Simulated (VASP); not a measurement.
A run of VASP 6.6.1 is set up as follows.

The input POSCAR:

```
Ru
1.0
    0.0000000000      2.6050000000      2.6050000000
    2.6050000000      0.0000000000      2.6050000000
    2.6050000000      2.6050000000      0.0000000000
Ru
2
Direct
    1.0000000000      1.0000000000      1.0000000000
    0.2500000000      0.2500000000      0.2500000000
```

INCAR.step1

```
PREC     = Accurate       # precision mode
ENCUT    = 550            # plane-wave cutoff, eV
ISMEAR   = 0              # smearing method
SIGMA    = 0.05           # smearing width, eV
LREAL    = F              # projectors in reciprocal space
LASPH    = T              # aspherical terms in the spheres
NELM     = 120            # most SCF steps
GGA      = PE             # functional
ALGO     = Normal         # electronic algorithm
EDIFF    = 1E-5           # SCF threshold, eV
LWAVE    = T              # write WAVECAR
LCHARG   = F              # write CHGCAR
GGA_COMPAT= F            
IBRION   = 2              # ionic algorithm
ISIF     = 3              # what is computed and relaxed
EDIFFG   = -0.005         # ionic threshold
NELMIN   = 4            
NSW      = 100            # ionic steps
```

The input INCAR.step2:

```
PREC     = Accurate       # precision mode
ENCUT    = 550            # plane-wave cutoff, eV
EDIFF    = 1E-7           # SCF threshold, eV
ISMEAR   = 0              # smearing method
SIGMA    = 0.05           # smearing width, eV
LREAL    = F              # projectors in reciprocal space
LASPH    = T              # aspherical terms in the spheres
NELM     = 120            # most SCF steps
ALGO     = Normal         # electronic algorithm
ISIF     = 3              # what is computed and relaxed
LWAVE    = F              # write WAVECAR
LCHARG   = F              # write CHGCAR
METAGGA  = R2SCAN         # meta-GGA
LMIXTAU  = T            
IBRION   = 2              # ionic algorithm
NSW      = 80             # ionic steps
EDIFFG   = -0.01          # ionic threshold
PSTRESS  = 200.0        
ISTART   = 1            
GGA_COMPAT= F            
NELMIN   = 4
```

KPOINTS

```
regular mesh
0
Gamma
  9 9 9
```

Potentials or basis: VASP PAW PBE potentials, release 64 (Ru_pv).

Launch:

```console
$ cat potpaw_PBE.64/Ru_pv/POTCAR > POTCAR
$ cp INCAR.step1 INCAR
$ mpirun -np 1 vasp_std > vasp.out
$ cp INCAR.step2 INCAR
$ mpirun -np 1 vasp_std > vasp.out
```

(1) What does it give for the relaxed volume?

(2) What does it give for the band gap on the k mesh?

(3) What does it give for the relaxed cell?

## Answers

(1) 18.20 Å³/atom.

(2) zero (bands 14 and 15 overlap by 0.83 eV).

(3) a = 3.720 Å, b = 3.720 Å, c = 3.720 Å, α = 60.00°, β = 60.00°, γ = 60.00°.

Caveat: the cell is relaxed towards a set pressure, so the run minimises the enthalpy, not the energy; the PAW data sets were made with another functional, which shifts forces and pressure a little.
